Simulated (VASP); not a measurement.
Hf, 1 atom in the cell. It takes space group Im-3m (No. 229, cubic). Conventional cell: a = 3.610 Å, b = 3.610 Å, c = 3.610 Å, α = 90.00°, β = 90.00°, γ = 90.00°. Hf (site symmetry m-3m) has 14 Hf at 3.13 to 3.61 Å within 4.1 Å. 

| Property | Result |
| --- | --- |
| Program | VASP 6.6.1 |
| Task | single point |
| Functional | PBE |
| Potentials or basis | VASP PAW PBE potentials, release 64 (Hf_pv) |
| Cutoff | 520 eV |
| k mesh | 18 × 18 × 18 |
| Occupations | gaussian, width 0.05 eV |
| Spin | no spin polarisation |
| Dipole correction | no |
| Further INCAR settings | ALGO = Fast; EDIFF = 1e-06; NBANDS = 11 |

Potentials or basis: VASP PAW PBE potentials, release 64 (Hf_pv).

Command:

```sh
$ cat potpaw_PBE.64/Hf_pv/POTCAR > POTCAR
$ mpirun -np 1 vasp_std > vasp.out
```

Hardware: 1 thread of AMD EPYC 9R45 96-Core Processor (Zen 5) (shared host).

Question: How long does it take, and how much memory?

Answer: Wall time 20 s on 1 thread of AMD EPYC 9R45 96-Core Processor (Zen 5), with other jobs on the host, peak memory 0.14 GiB. Counts: scf iterations 13, k points 195.
